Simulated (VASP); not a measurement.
# CdSe (P1) in VASP: single point with r2SCAN

Aim: the single point of CdSe with r2SCAN.

All numbers are computed with VASP 6.6.1; they aren't measurements. Logs are shortened: lines on timing, memory, paths and dates and some standing lists are left out, and cuts for length are marked.

## (1) The cell of the first run

The typed cell holds 16 atoms: a = 8.046 Å, b = 8.046 Å, c = 8.046 Å, α = 60.00°, β = 60.00°, γ = 60.00°.

## (2) Single point, r2SCAN

POSCAR

```
CdSe
1.0
    0.0000000000      5.6893460000      5.6893460000
    5.6893460000      0.0000000000      5.6893460000
    5.6893460000      5.6893460000      0.0000000000
Cd Se
8 8
Direct
    0.0085740083      0.0066962881      0.0005722099
   -0.0069850735      0.0018231445      0.4872270908
    0.0039957141      0.4930035895      0.0069475472
    0.0182727505      0.5129638802      0.5063318350
    0.4993462342      0.0062368328     -0.0091076373
    0.4878878873     -0.0050622690      0.5120669406
    0.4954711842      0.4958149847      0.0004717590
    0.5073849437      0.4925510770      0.5106267926
    0.2471629428      0.2448570539      0.2657250060
    0.2418393081      0.2635853928      0.7333806909
    0.2335201621      0.7823185653      0.2436209715
    0.2511666543      0.7383045433      0.7598463866
    0.7581369634      0.2512841546      0.2434876522
    0.7462721550      0.2342850127      0.7611076036
    0.7491121124      0.7463015960      0.2468417284
    0.7736813686      0.7408860351      0.7524769982
```

INCAR.step1

```
SYSTEM = CdSe
  PREC = Accurate
  ENCUT = 520
  ISMEAR = -1
  SIGMA = 0.052
  LREAL = Auto
  LASPH = .TRUE.
  NELM = 100
  NBANDS = 86
  GGA = PE
  ALGO = Normal
  EDIFF = 1E-4
  LWAVE = .TRUE.
  LCHARG = .FALSE.
```

INCAR.step2

```
SYSTEM = CdSe
  PREC = Accurate
  ENCUT = 520
  EDIFF = 1E-7
  ISMEAR = -1
  SIGMA = 0.052
  LREAL = Auto
  LASPH = .TRUE.
  NELM = 100
  ALGO = Normal
  ISIF = 2
  LWAVE = .FALSE.
  LCHARG = .TRUE.
  METAGGA = R2SCAN
  LMIXTAU = .TRUE.
  LELF = .TRUE.
  LVHAR = .TRUE.
  NBANDS = 86
  ISTART = 1
```

KPOINTS

```
Automatic mesh
0
G
  2 2 2
  0 0 0
```

Potentials or basis: VASP PAW PBE potentials, release 64 (Cd, Se).

Started as:

```
cat potpaw_PBE.64/Cd/POTCAR potpaw_PBE.64/Se/POTCAR > POTCAR
cp INCAR.step1 INCAR
mpirun -np 1 vasp_std > vasp.out
cp INCAR.step2 INCAR
mpirun -np 1 vasp_std > vasp.out
```

OUTCAR:

```text
SYSTEM = CdSe
   PREC = Accurate
   ENCUT = 520
   EDIFF = 1E-7
   ISMEAR = -1
   LREAL = Auto
   LASPH = .TRUE.
   NELM = 100
   ISIF = 2
   METAGGA = R2SCAN
   ISTART = 1

 ion  position               nearest neighbor table
   1  0.009  0.007  0.001-  11 2.66  13 2.77  10 2.80  14 2.86  12 2.90  15 2.96
   2  0.993  0.002  0.487-  11 2.64  13 2.72  16 2.74   9 2.84  14 2.89  12 3.02   4 3.76
   3  0.004  0.493  0.007-  16 2.76  13 2.77  12 2.80  15 2.81   9 2.86  10 2.87
   4  0.018  0.513  0.506-  10 2.57  16 2.70  11 2.77   9 2.90  15 3.02  14 3.14   2 3.76
   5  0.499  0.006  0.991-  14 2.70  11 2.79  16 2.87  15 2.88   9 2.93  10 2.93
   6  0.488  0.995  0.512-   9 2.77  10 2.79  12 2.81  15 2.92  13 3.00  16 3.00
   7  0.495  0.496  0.000-  12 2.76   9 2.84  14 2.85  13 2.88  16 2.98  11 3.02
   8  0.507  0.493  0.511-  14 2.79  12 2.82  15 2.82  10 2.82  13 2.89  11 3.08
   9  0.247  0.245  0.266-   6 2.77   2 2.84   7 2.84   3 2.86   4 2.90   5 2.93
  10  0.242  0.264  0.733-   4 2.57   6 2.79   1 2.80   8 2.82   3 2.87   5 2.93
  11  0.234  0.782  0.244-   2 2.64   1 2.66   4 2.77   5 2.79   7 3.02   8 3.08
  12  0.251  0.738  0.760-   7 2.76   3 2.80   6 2.81   8 2.82   1 2.90   2 3.02
  13  0.758  0.251  0.243-   2 2.72   1 2.77   3 2.77   7 2.88   8 2.89   6 3.00
  14  0.746  0.234  0.761-   5 2.70   8 2.79   7 2.85   1 2.86   2 2.89   4 3.14
  15  0.749  0.746  0.247-   3 2.81   8 2.82   5 2.88   6 2.92   1 2.96   4 3.02
  16  0.774  0.741  0.752-   4 2.70   2 2.74   3 2.76   5 2.87   7 2.98   6 3.00

  LATTYP: Found a face centered cubic cell.
 ALAT       =    11.3786920000

  Lattice vectors:

 A1 = (   0.0000000000,   5.6893460000,   5.6893460000)
 A2 = (   5.6893460000,   0.0000000000,   5.6893460000)
 A3 = (   5.6893460000,   5.6893460000,   0.0000000000)

Analysis of symmetry for initial positions (statically):
=====================================================================
 Subroutine PRICEL returns:
 Original cell was already a primitive cell.

 Routine SETGRP: Setting up the symmetry group for a
 face centered cubic supercell.

 Subroutine GETGRP returns: Found  1 space group operations
 (whereof  1 operations were pure point group operations)
 out of a pool of 48 trial point group operations.

The static configuration has the point symmetry C_1 .

Analysis of symmetry for dynamics (positions and initial velocities):
=====================================================================
 Subroutine PRICEL returns:
 Original cell was already a primitive cell.

 Routine SETGRP: Setting up the symmetry group for a
 face centered cubic supercell.

 Subroutine GETGRP returns: Found  1 space group operations
 (whereof  1 operations were pure point group operations)
 out of a pool of 48 trial point group operations.

The dynamic configuration has the point symmetry C_1 .

 Subroutine INISYM returns: Found  1 space group operations
 (whereof  1 operations are pure point group operations),
 and found     1 'primitive' translations

----------------------------------------------------------------------------------------

                                     Primitive cell

  volume of cell :     368.3130

  direct lattice vectors                    reciprocal lattice vectors
     0.000000000  5.689346000  5.689346000    -0.087883563  0.087883563  0.087883563
     5.689346000  0.000000000  5.689346000     0.087883563 -0.087883563  0.087883563
     5.689346000  5.689346000  0.000000000     0.087883563  0.087883563 -0.087883563

  length of vectors
     8.045950274  8.045950274  8.045950274     0.152218797  0.152218797  0.152218797

  position of ions in fractional coordinates (direct lattice)
     0.008574008  0.006696288  0.000572210
     0.993014927  0.001823145  0.487227091
     0.003995714  0.493003589  0.006947547
     0.018272751  0.512963880  0.506331835
     0.499346234  0.006236833  0.990892363
     0.487887887  0.994937731  0.512066941
[... 8 lines left out ...]
     0.749112112  0.746301596  0.246841728
     0.773681369  0.740886035  0.752476998

  ion indices of the primitive-cell ions
   primitive index   ion index
                 1           1
                 2           2
                 3           3
                 4           4
                 5           5
                 6           6
[... 8 lines left out ...]
                15          15
                16          16

----------------------------------------------------------------------------------------

 KPOINTS: Automatic mesh

Automatic generation of k-mesh.
 Grid dimensions read from file:
 generate k-points for:    2    2    2

 Generating k-lattice:

  Cartesian coordinates                     Fractional coordinates (reciprocal lattice)
    -0.043941782  0.043941782  0.043941782     0.500000000  0.000000000  0.000000000
     0.043941782 -0.043941782  0.043941782     0.000000000  0.500000000  0.000000000
     0.043941782  0.043941782 -0.043941782     0.000000000  0.000000000  0.500000000

  Length of vectors
     0.076109398  0.076109398  0.076109398

  Shift w.r.t. Gamma in fractional coordinates (k-lattice)
     0.000000000  0.000000000  0.000000000

 Subroutine IBZKPT returns following result:
 ===========================================

 Found      8 irreducible k-points:

 Following reciprocal coordinates:
            Coordinates               Weight
  0.000000  0.000000  0.000000      1.000000
  0.500000  0.000000  0.000000      1.000000
  0.000000  0.500000  0.000000      1.000000
  0.000000  0.000000  0.500000      1.000000
  0.500000  0.500000  0.500000      1.000000
  0.500000  0.500000  0.000000      1.000000
  0.000000  0.500000  0.500000      1.000000
  0.500000  0.000000  0.500000      1.000000
   k-points           NKPTS =      8   k-points in BZ     NKDIM =      8   number of bands    NBANDS=     86
   number of dos      NEDOS =    301   number of ions     NIONS =     16
   total plane-waves  NPLWV = 216000
   dimension x,y,z NGX =    60 NGY =   60 NGZ =   60
   dimension x,y,z NGXF=   120 NGYF=  120 NGZF=  120
   ions per type =               8   8
   NGX,Y,Z   is equivalent  to a cutoff of  12.40, 12.40, 12.40 a.u.
   NGXF,Y,Z  is equivalent  to a cutoff of  24.79, 24.79, 24.79 a.u.
 SYSTEM =  CdSe
   PREC   = accura    normal or accurate (medium, high low for compatibility)
   ISTART =      1    job   : 0-new  1-cont  2-samecut
   ICHARG =      0    charge: 1-file 2-atom 10-const
   ISPIN  =      1    spin polarized calculation?
   LNONCOLLINEAR =      F non collinear calculations
   LSORBIT =      F    spin-orbit coupling
   LASPH  =      T    aspherical Exc in radial PAW
   ENCUT  =  520.0 eV  38.22 Ry    6.18 a.u.  14.96 14.96 14.96*2*pi/ulx,y,z
   NELM   =    100;   NELMIN=  2; NELMDL=  0     # of ELM steps
   EDIFF  = 0.1E-06   stopping-criterion for ELM
   LREAL  =      T    real-space projection
   EDIFFG = 0.1E-05   stopping-criterion for IOM
   NSW    =      0    number of steps for IOM
   IBRION =     -1    ionic relax: 0-MD 1-quasi-New 2-CG
   NFREE  =      0    steps in history (QN), initial steepest desc. (CG)
   ISIF   =      2    stress and relaxation
   ISYM   =      2    0-nonsym 1-usesym 2-fastsym
   POTIM  = 0.5000    time-step for ionic-motion
   TEBEG  =    0.0;   TEEND  =   0.0 temperature during run
   PSTRESS=    0.0 pullay stress
   NELECT =     144.0000    total number of electrons
   NUPDOWN=      -1.0000    fix difference up-down
   EMIN   =  10.00;   EMAX   =-10.00  energy-range for DOS
   EFERMI =   0.00;   METHOD = LEGACY
   ISMEAR =    -1;   SIGMA  =   0.05  broadening in eV -4-tet -1-fermi 0-gaus
   EFERMI_NEDOS =   21; number of points for ismear=-14 and -15
   IALGO  =     38    algorithm
   IMIX   =      4    mixing-type and parameters
     AMIX     =   0.40;   BMIX     =  1.00
     AMIX_MAG =   1.60;   BMIX_MAG =  1.00
  volume/ion in A,a.u.               =      23.02       155.34
  Fermi-wavevector in a.u.,A,eV,Ry     =   1.197080  2.262154 19.497169  1.433001
  Thomas-Fermi vector in A             =   2.333004
   LORBIT       =      0    0 simple, 1 ext, 2 COOP (PROOUT), +10 PAW based schemes
   METAGGA = R2SCAN    functional components
   LHFCALC =     F    Hartree Fock is set to
   AEXX    =    0.0000 exact exchange contribution
   IVDW    =     0    specifies the selected vdW correction
   LEPSILON=     F    determine dielectric tensor
   LRPA    =     F    only Hartree local field effects (RPA)
 non-spin polarized calculation
  energy-cutoff  :      520.00
  volume of cell :      368.31
 maximum number of plane-waves:      9922
 NGX is ok and might be reduce to    60
   NGX = 29   NGY = 29   NGZ = 29

 number of electron     144.0000004 magnetization

 Free energy of the ion-electron system (eV)
  ---------------------------------------------------
  ext. energy  EPLUGINS =         0.00000000
  ---------------------------------------------------
  free energy    TOTEN  =      -284.57174204 eV

  energy without entropy =     -284.54734418  energy(sigma->0) =     -284.55954311

 E-fermi :   2.4191     XC(G=0): -10.6438

 val. band max:        2.2920699156   @ k =   0.0000   0.0000   0.0000
 cond. band min:       2.4782789694   @ k =   0.0000   0.0000   0.0000
 fundamental gap:      0.1862090538
 Fermi energy:         2.4190985127

 k-point     1 :       0.0000    0.0000    0.0000
  band No.  band energies     occupation
      1     -11.2884      2.00000
      2     -10.6577      2.00000
      3     -10.5078      2.00000
      4     -10.3799      2.00000
      5     -10.2300      2.00000
      6     -10.2178      2.00000
[... 76 lines left out ...]
     83       7.9979      0.00000
     84       8.0326      0.00000

 k-point     2 :       0.5000    0.0000    0.0000
  band No.  band energies     occupation
      1     -11.0023      2.00000
      2     -10.7107      2.00000
      3     -10.6337      2.00000
      4     -10.3921      2.00000
      5     -10.3286      2.00000
      6     -10.2631      2.00000
[... 76 lines left out ...]
     83       8.6083      0.00000
     84       8.6783      0.00000

 k-point     3 :       0.0000    0.5000    0.0000
  band No.  band energies     occupation
      1     -10.9390      2.00000
      2     -10.8685      2.00000
      3     -10.5014      2.00000
      4     -10.4374      2.00000
      5     -10.3163      2.00000
      6     -10.2737      2.00000
[... 76 lines left out ...]
     83       8.6376      0.00000
     84       8.7619      0.00000

 k-point     4 :       0.0000    0.0000    0.5000
  band No.  band energies     occupation
      1     -10.9448      2.00000
      2     -10.8519      2.00000
      3     -10.5244      2.00000
      4     -10.4214      2.00000
      5     -10.3170      2.00000
      6     -10.2572      2.00000
[... 76 lines left out ...]
     83       8.6449      0.00000
     84       8.7624      0.00000

 k-point     5 :       0.5000    0.5000    0.5000
  band No.  band energies     occupation
      1     -11.0079      2.00000
      2     -10.6917      2.00000
      3     -10.6204      2.00000
      4     -10.4325      2.00000
      5     -10.3369      2.00000
      6     -10.2647      2.00000
[... 76 lines left out ...]
     83       8.5846      0.00000
     84       8.6448      0.00000

 k-point     6 :       0.5000    0.5000    0.0000
  band No.  band energies     occupation
      1     -10.8914      2.00000
      2     -10.8422      2.00000
      3     -10.4786      2.00000
      4     -10.4620      2.00000
      5     -10.3570      2.00000
      6     -10.2769      2.00000
[... 76 lines left out ...]
     83       8.0668      0.00000
     84       8.0929      0.00000

 k-point     7 :       0.0000    0.5000    0.5000
  band No.  band energies     occupation
      1     -10.9371      2.00000
      2     -10.7187      2.00000
      3     -10.6400      2.00000
      4     -10.3815      2.00000
      5     -10.3635      2.00000
      6     -10.3001      2.00000
[... 76 lines left out ...]
     83       7.9565      0.00000
     84       8.0195      0.00000

 k-point     8 :       0.5000    0.0000    0.5000
  band No.  band energies     occupation
      1     -10.8989      2.00000
      2     -10.8307      2.00000
      3     -10.4914      2.00000
      4     -10.4395      2.00000
      5     -10.3683      2.00000
      6     -10.3179      2.00000
[... 76 lines left out ...]
     83       7.9194      0.00000
     84       8.0219      0.00000
 [bands above 84 left out]

------------------------ aborting loop because EDIFF is reached ----------------------------------------

  FORCE on cell =-STRESS in cart. coord.  units (eV):
  Direction    XX          YY          ZZ          XY          YZ          ZX
  --------------------------------------------------------------------------------------
  -------------------------------------------------------------------------------------
  Total        3.7728843      4.9317821      2.8425669     -0.4020071     -0.8149007      0.0375640
  in kB       16.4122087     21.4534639     12.3652883     -1.7487483     -3.5448531      0.1634050
  external PRESSURE =      16.7436536 kB  Pullay stress =       0.0000000 kB

 VOLUME and BASIS-vectors are now :
 -----------------------------------------------------------------------------
  energy-cutoff  :      520.00
  volume of cell :      368.31
      direct lattice vectors                 reciprocal lattice vectors
     0.000000000  5.689346000  5.689346000    -0.087883563  0.087883563  0.087883563
     5.689346000  0.000000000  5.689346000     0.087883563 -0.087883563  0.087883563
     5.689346000  5.689346000  0.000000000     0.087883563  0.087883563 -0.087883563

 POSITION                                       TOTAL-FORCE (eV/Angst)
 -----------------------------------------------------------------------------------
      0.04135      0.05204      0.08688        -0.188369     -0.496364     -0.431723
      2.78238      8.42161      5.65998         0.689856      0.351216      0.157525
      2.84439      0.06226      2.82760         0.231873      0.149111     -0.003623
      5.79913      2.98466      3.02239        -0.430211     -1.166028     -0.349704
      5.67301      8.47848      2.87644         0.133132      0.358394     -0.029235
      8.57387      5.68909      8.43631        -0.383999      0.116255      0.146598
[... 8 lines left out ...]
      5.65034      5.66633      8.50793         0.478230      0.363751     -0.280634
      8.49626      8.68284      8.61690         0.159173     -0.606663     -0.399646
 -----------------------------------------------------------------------------------
    total drift:                               -0.000828      0.002988      0.013272

  FREE ENERGIE OF THE ION-ELECTRON SYSTEM (eV)
  ---------------------------------------------------
  free  energy   TOTEN  =      -284.5717420390 eV

  energy  without entropy=     -284.5473441846  energy(sigma->0) =     -284.55954311
```

It took 22 min on 1 thread of Intel Xeon Platinum 8259CL at 2.50GHz (Skylake/Cascade Lake), shared host; peak memory 0.63 GiB.

Results:

- Free energy: -284.5717 eV
- Pressure: 1.7 GPa
- Largest force: 1.291 eV/Å
- Band gap on the k mesh: 0.19 eV

Forces on the atoms (eV/Å):
```
Cd  -0.188 -0.496 -0.432
Cd   0.690  0.351  0.158
Cd   0.232  0.149 -0.004
Cd  -0.430 -1.166 -0.350
Cd   0.133  0.358 -0.029
Cd  -0.384  0.116  0.147
Cd  -0.043  0.137  0.050
Cd  -0.064 -0.071  0.347
Se   0.175 -0.146  0.127
Se  -0.271  0.944  0.263
Se  -0.769  0.323  0.433
Se   0.003  0.333  0.162
Se   0.374 -0.755 -0.210
Se  -0.094  0.165  0.018
Se   0.478  0.364 -0.281
Se   0.159 -0.607 -0.400
```

Caveat: the k points lie up to 0.48 Å⁻¹ apart; the atoms stand as in a frame of molecular dynamics; the PAW data sets were made with another functional, which shifts forces and pressure a little.
